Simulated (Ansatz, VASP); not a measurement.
## One calculation of Pb, two programs

```
Pb
1.0
     3.18859    0.00000    0.00000
    -1.59429    2.76140    0.00000
     0.00000    0.00000    6.65846
Pb
2
Direct
  0.33333 0.66667 0.25000
  0.66667 0.33333 0.75000
```

Alike in both runs: task single point; functional r2SCAN; k mesh 18 × 18 × 10; occupations gaussian, width 0.15 eV; no spin polarisation.

|  | VASP | Ansatz |
| --- | --- | --- |
| version | VASP 6.6.1 | Ansatz 0.2.0 |
| potentials or method | VASP PAW PBE potentials, release 64 (Pb_d), cutoff 520 eV | scalar-relativistic, plane waves, PAW |
| valence electrons in the cell | 28 | 28 |

VASP gave:

```
gap on the k mesh at the Fermi level (eV)                     : none
pressure (GPa)                                                : 6.6
traceless stress, the component that is largest in VASP (GPa) : -9.14
```

**Question.** Which values does Ansatz return?

**Answer.** gap on the k mesh at the Fermi level (eV): none; pressure (GPa): 6.6; traceless stress, the component that is largest in VASP (GPa): -9.11.

VASP's potentials were made for PBE, not for r2SCAN. A gap of «none» marks a metal or a gap that the smearing closes. The functional is the same, so the differences come from potentials, cutoffs and numerics.

Spin-orbit coupling is off throughout.
